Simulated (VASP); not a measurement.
# TcPt3 (Pm-3m) in VASP: further runs, part 2 of 3

VASP 6.6.1.

## Step 4: Relaxation of cell and atoms, LDA

The input, INCAR:

```
SYSTEM = TcPt3
PREC = Accurate
ENCUT = 600
EDIFF = 1E-7
ISMEAR = -1
SIGMA = 0.05
LREAL = .False.
LASPH = .True.
NELM = 60
ALGO = Normal
ISIF = 3
LWAVE = .False.
LCHARG = .False.
GGA = CA
IBRION = 2
NSW = 80
EDIFFG = -0.03
```

The input, KPOINTS:

```
Automatic mesh
0
Gamma
  6 6 6
  0 0 0
```

The input, POSCAR:

```
TcPt3
1.0
    3.8671393391      0.0000000000      0.0000000000
    0.0000000000      3.8671393391      0.0000000000
    0.0000000000      0.0000000000      3.8671393391
Tc Pt
1 3
Direct
    0.0000000000      0.0000000000      0.0000000000
    0.0000000000      0.5000000000      0.5000000000
    0.5000000000      0.0000000000      0.5000000000
    0.5000000000      0.5000000000      0.0000000000
```

Potentials or basis: VASP PAW LDA potentials, release 64 (Tc_pv, Pt).

Command:

```sh
$ cat potpaw_LDA.64/Tc_pv/POTCAR potpaw_LDA.64/Pt/POTCAR > POTCAR
$ mpirun -np 1 vasp_std > vasp.out
```

OUTCAR:

```text
SYSTEM = TcPt3
   PREC = Accurate
   ENCUT = 600
   EDIFF = 1E-7
   ISMEAR = -1
   LREAL = .False.
   LASPH = .True.
   NELM = 60
   ISIF = 3
   GGA = CA
   IBRION = 2
   NSW = 80
   EDIFFG = -0.03

 ion  position               nearest neighbor table
   1  0.000  0.000  0.000-   2 2.73   3 2.73   4 2.73   2 2.73   3 2.73   2 2.73   4 2.73   2 2.73
                             3 2.73   4 2.73   3 2.73   4 2.73
   2  0.000  0.500  0.500-   1 2.73   3 2.73   4 2.73   1 2.73   4 2.73   1 2.73   3 2.73   1 2.73
                             3 2.73   4 2.73   4 2.73   3 2.73
   3  0.500  0.000  0.500-   1 2.73   2 2.73   4 2.73   1 2.73   4 2.73   2 2.73   4 2.73   4 2.73
                             1 2.73   2 2.73   1 2.73   2 2.73
   4  0.500  0.500  0.000-   1 2.73   2 2.73   3 2.73   2 2.73   3 2.73   1 2.73   3 2.73   3 2.73
                             1 2.73   2 2.73   2 2.73   1 2.73

  LATTYP: Found a simple cubic cell.
 ALAT       =     3.8671393391

  Lattice vectors:

 A1 = (   3.8671393391,   0.0000000000,   0.0000000000)
 A2 = (   0.0000000000,   3.8671393391,   0.0000000000)
 A3 = (   0.0000000000,   0.0000000000,   3.8671393391)

Analysis of symmetry for initial positions (statically):
=====================================================================
 Subroutine PRICEL returns:
 Original cell was already a primitive cell.

 Routine SETGRP: Setting up the symmetry group for a
 simple cubic supercell.

 Subroutine GETGRP returns: Found 48 space group operations
 (whereof 48 operations were pure point group operations)
 out of a pool of 48 trial point group operations.

The static configuration has the point symmetry O_h .

Analysis of symmetry for dynamics (positions and initial velocities):
=====================================================================
 Subroutine PRICEL returns:
 Original cell was already a primitive cell.

 Routine SETGRP: Setting up the symmetry group for a
 simple cubic supercell.

 Subroutine GETGRP returns: Found 48 space group operations
 (whereof 48 operations were pure point group operations)
 out of a pool of 48 trial point group operations.

The dynamic configuration has the point symmetry O_h .

 Subroutine INISYM returns: Found 48 space group operations
 (whereof 48 operations are pure point group operations),
 and found     1 'primitive' translations

----------------------------------------------------------------------------------------

                                     Primitive cell

  volume of cell :      57.8322

  direct lattice vectors                    reciprocal lattice vectors
     3.867139339  0.000000000  0.000000000     0.258589079  0.000000000  0.000000000
     0.000000000  3.867139339  0.000000000     0.000000000  0.258589079  0.000000000
     0.000000000  0.000000000  3.867139339     0.000000000  0.000000000  0.258589079

  length of vectors
     3.867139339  3.867139339  3.867139339     0.258589079  0.258589079  0.258589079

  position of ions in fractional coordinates (direct lattice)
     0.000000000  0.000000000  0.000000000
     0.000000000  0.500000000  0.500000000
     0.500000000  0.000000000  0.500000000
     0.500000000  0.500000000  0.000000000

  ion indices of the primitive-cell ions
   primitive index   ion index
                 1           1
                 2           2
                 3           3
                 4           4

----------------------------------------------------------------------------------------

 KPOINTS: Automatic mesh

Automatic generation of k-mesh.
 Grid dimensions read from file:
 generate k-points for:    6    6    6

 Generating k-lattice:

  Cartesian coordinates                     Fractional coordinates (reciprocal lattice)
     0.043098180  0.000000000  0.000000000     0.166666667  0.000000000  0.000000000
     0.000000000  0.043098180  0.000000000     0.000000000  0.166666667  0.000000000
     0.000000000  0.000000000  0.043098180     0.000000000  0.000000000  0.166666667

  Length of vectors
     0.043098180  0.043098180  0.043098180

  Shift w.r.t. Gamma in fractional coordinates (k-lattice)
     0.000000000  0.000000000  0.000000000

 Subroutine IBZKPT returns following result:
 ===========================================

 Found     20 irreducible k-points:

 Following reciprocal coordinates:
            Coordinates               Weight
  0.000000  0.000000  0.000000      1.000000
  0.166667  0.000000  0.000000      6.000000
  0.333333  0.000000  0.000000      6.000000
  0.500000  0.000000  0.000000      3.000000
  0.166667  0.166667  0.000000     12.000000
  0.333333  0.166667  0.000000     24.000000
[... 12 lines left out ...]
  0.500000  0.500000  0.333333      6.000000
  0.500000  0.500000  0.500000      1.000000
   k-points           NKPTS =     20   k-points in BZ     NKDIM =     20   number of bands    NBANDS=     25
   number of dos      NEDOS =    301   number of ions     NIONS =      4
   total plane-waves  NPLWV =  32768
   dimension x,y,z NGX =    32 NGY =   32 NGZ =   32
   dimension x,y,z NGXF=    64 NGYF=   64 NGZF=   64
   ions per type =               1   3
   NGX,Y,Z   is equivalent  to a cutoff of  13.76, 13.76, 13.76 a.u.
   NGXF,Y,Z  is equivalent  to a cutoff of  27.51, 27.51, 27.51 a.u.
 SYSTEM =  TcPt3
   PREC   = accura    normal or accurate (medium, high low for compatibility)
   ISTART =      0    job   : 0-new  1-cont  2-samecut
   ICHARG =      2    charge: 1-file 2-atom 10-const
   ISPIN  =      1    spin polarized calculation?
   LNONCOLLINEAR =      F non collinear calculations
   LSORBIT =      F    spin-orbit coupling
   LASPH  =      T    aspherical Exc in radial PAW
   ENCUT  =  600.0 eV  44.10 Ry    6.64 a.u.   7.72  7.72  7.72*2*pi/ulx,y,z
   NELM   =     60;   NELMIN=  2; NELMDL= -5     # of ELM steps
   EDIFF  = 0.1E-06   stopping-criterion for ELM
   LREAL  =      F    real-space projection
   EDIFFG = -.3E-01   stopping-criterion for IOM
   NSW    =     80    number of steps for IOM
   IBRION =      2    ionic relax: 0-MD 1-quasi-New 2-CG
   NFREE  =      1    steps in history (QN), initial steepest desc. (CG)
   ISIF   =      3    stress and relaxation
   ISYM   =      2    0-nonsym 1-usesym 2-fastsym
   POTIM  = 0.5000    time-step for ionic-motion
   TEBEG  =    0.0;   TEEND  =   0.0 temperature during run
   PSTRESS=    0.0 pullay stress
   NELECT =      43.0000    total number of electrons
   NUPDOWN=      -1.0000    fix difference up-down
   EMIN   =  10.00;   EMAX   =-10.00  energy-range for DOS
   EFERMI =   0.00;   METHOD = LEGACY
   ISMEAR =    -1;   SIGMA  =   0.05  broadening in eV -4-tet -1-fermi 0-gaus
   EFERMI_NEDOS =   21; number of points for ismear=-14 and -15
   IALGO  =     38    algorithm
   IMIX   =      4    mixing-type and parameters
     AMIX     =   0.40;   BMIX     =  1.00
     AMIX_MAG =   1.60;   BMIX_MAG =  1.00
  volume/ion in A,a.u.               =      14.46        97.57
  Fermi-wavevector in a.u.,A,eV,Ry     =   1.483114  2.802679 29.927739  2.199627
  Thomas-Fermi vector in A             =   2.596816
   LORBIT       =      0    0 simple, 1 ext, 2 COOP (PROOUT), +10 PAW based schemes
   GGA     = CA    functional components
   LHFCALC =     F    Hartree Fock is set to
   AEXX    =    0.0000 exact exchange contribution
   IVDW    =     0    specifies the selected vdW correction
   LEPSILON=     F    determine dielectric tensor
   LRPA    =     F    only Hartree local field effects (RPA)
 conjugate gradient relaxation of ions
 non-spin polarized calculation
  energy-cutoff  :      600.00
  volume of cell :       57.83
 maximum number of plane-waves:      1956
 NGX is ok and might be reduce to    32
   NGX = 15   NGY = 15   NGZ = 15

--------------------------------------- Ionic step        1  -------------------------------------------

 number of electron      43.0000002 magnetization

 Free energy of the ion-electron system (eV)
  ---------------------------------------------------
  ext. energy  EPLUGINS =         0.00000000
  ---------------------------------------------------
  free energy    TOTEN  =       -34.27876577 eV

  energy without entropy =      -34.22843124  energy(sigma->0) =      -34.25359850

------------------------ aborting loop because EDIFF is reached ----------------------------------------

  FORCE on cell =-STRESS in cart. coord.  units (eV):
  Direction    XX          YY          ZZ          XY          YZ          ZX
  --------------------------------------------------------------------------------------
  -------------------------------------------------------------------------------------
  Total        0.2590845      0.2590845      0.2590845     -0.0000000     -0.0000000      0.0000000
  in kB        7.1776548      7.1776548      7.1776548     -0.0000000     -0.0000000      0.0000000
  external PRESSURE =       7.1776548 kB  Pullay stress =       0.0000000 kB
[... 61 lines left out ...]
  energy  without entropy=      -34.2252273070  energy(sigma->0) =      -34.25068134

--------------------------------------- Ionic step        3  -------------------------------------------

 number of electron      43.0000002 magnetization

 Free energy of the ion-electron system (eV)
  ---------------------------------------------------
  ext. energy  EPLUGINS =         0.00000000
  ---------------------------------------------------
  free energy    TOTEN  =       -34.27905551 eV

  energy without entropy =      -34.22858662  energy(sigma->0) =      -34.25382106

 E-fermi :  12.3677     XC(G=0): -13.9316

 val. band max:       12.3472072129   @ k =   0.3333   0.3333   0.1667
 cond. band min:      12.3883426681   @ k =   0.5000   0.3333   0.0000
 fundamental gap:      0.0411354552
 Fermi energy:        12.3676763871

 k-point     1 :       0.0000    0.0000    0.0000
  band No.  band energies     occupation
      1     -26.5947      2.00000
      2     -26.5947      2.00000
      3     -26.5947      2.00000
      4       2.0104      2.00000
      5       4.7812      2.00000
      6       4.9006      2.00000
[... 580 lines left out ...]
  FREE ENERGIE OF THE ION-ELECTRON SYSTEM (eV)
  ---------------------------------------------------
  free  energy   TOTEN  =       -34.2790555087 eV

  energy  without entropy=      -34.2285866188  energy(sigma->0) =      -34.25382106

 reached required accuracy - stopping structural energy minimisation
```

Run time: 23 s. Hardware: 1 thread of Intel Xeon 6975P-C (Granite Rapids), shared host; peak memory 0.18 GiB.

What came out:

```
Free energy                            : -34.2791 eV
Relaxed volume                         : 14.49 Å³/atom
Relaxed cell                           : a = 3.870 Å, b = 3.870 Å, c = 3.870 Å, α = 90.00°, β = 90.00°, γ = 90.00°
Space group after relaxing (to 0.05 Å) : Pm-3m (No. 221)
Energy gained by relaxing              : 0.1 meV/atom
Ionic steps                            : 3
Pressure after relaxing                : 0.0 GPa
```

The path:
```tsv
step	energy change (eV)	largest force (eV/Å)	pressure (GPa)	volume (Å³)
1	0.0000	0.0000	0.72	57.83
2	0.0026	0.0000	-2.24	58.38
3	-0.0003	0.0000	0.00	57.96
```

Final structure:
```
Tc Pt
1.0
     3.87003    0.00000    0.00000
     0.00000    3.87003    0.00000
     0.00000    0.00000    3.87003
Tc Pt
1 3
Direct
  0.00000 0.00000 0.00000
  0.00000 0.50000 0.50000
  0.50000 0.00000 0.50000
  0.50000 0.50000 0.00000
```

Caveat: spin-orbit coupling is left out, which moves the levels of the heavy elements.

(Part 2 of 3 ends here.)
